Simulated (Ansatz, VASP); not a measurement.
## One calculation of HgTe, two programs

INCAR

```
SYSTEM = HgTe
ALGO     = Normal         ! electronic algorithm
EDIFF    = 1E-6           ! SCF threshold, eV
ENCUT    = 520            ! plane-wave cutoff, eV
GGA      = PE             ! functional
ISIF     = 2              ! what is computed and relaxed
ISMEAR   = 0              ! smearing method
LASPH    = .TRUE.         ! aspherical terms in the spheres
LCHARG   = .FALSE.        ! write CHGCAR
LREAL    = .FALSE.        ! projectors in reciprocal space
LWAVE    = .FALSE.        ! write WAVECAR
NBANDS   = 16             ! bands
NELM     = 80             ! most SCF steps
PREC     = Accurate       ! precision mode
SIGMA    = 0.15           ! smearing width, eV
```

File KPOINTS:

```
k-points
0
G
  14 14 14
  0 0 0
```

The input POSCAR:

```
HgTe
1.0
    0.0000000000      3.2235000000      3.1267950000
    3.2235000000      0.0000000000      3.1267950000
    3.2235000000      3.2235000000      0.0000000000
Hg Te
1 1
Direct
    0.0000000000      0.0000000000      0.0000000000
    0.7500000000      0.7500000000      0.7500000000
```

Input for Ansatz:

```yaml
crystal:
  lattice:
    - [0.0, 3.2235, 3.126795]
    - [3.2235, 0.0, 3.126795]
    - [3.2235, 3.2235, 0.0]
  atoms:
    - { symbol: Hg, position: [0.0, 0.0, 0.0] }
    - { symbol: Te, position: [0.75, 0.75, 0.75] }
basis:
  ecutwfc: 420
kpoints:
  mp_grid: { grid: [14, 14, 14] }
hamiltonian:
  xc: pbe
scf:
  occupations: { method: gaussian, width: 0.15 }
output:
  forces: true
  stress: true
  eigenvalues: true
```

Change from the starting cell: strain +0.000 along x and y, -0.030 along z, atoms carried along.

Alike in both runs: task single point; functional PBE; k mesh 14 × 14 × 14; occupations gaussian, width 0.15 eV; no spin polarisation.

|  | VASP | Ansatz |
| --- | --- | --- |
| version | VASP 6.6.1 | Ansatz 0.2.0 |
| potentials or method | VASP PAW PBE potentials, release 64 (Hg, Te), cutoff 520 eV | scalar-relativistic, plane waves, PAW |
| valence electrons in the cell | 18 | 36 |

|  | VASP | Ansatz | Ansatz less VASP |
| --- | --- | --- | --- |
| gap on the k mesh at the Fermi level (eV) | none | none | - |
| pressure (GPa) | 5.9 | 5.8 | -0.09 |
| traceless stress, the component that is largest in VASP (GPa) | 0.19 | 0.19 | 0.000 |

A gap of «none» marks a metal or a gap that the smearing closes. The functional is the same, so the differences come from potentials, cutoffs and numerics. VASP's potentials hold 18 valence electrons a cell and Ansatz's 36, so a difference there can come from the potentials and not from the codes.

Neither program's run includes spin-orbit coupling.
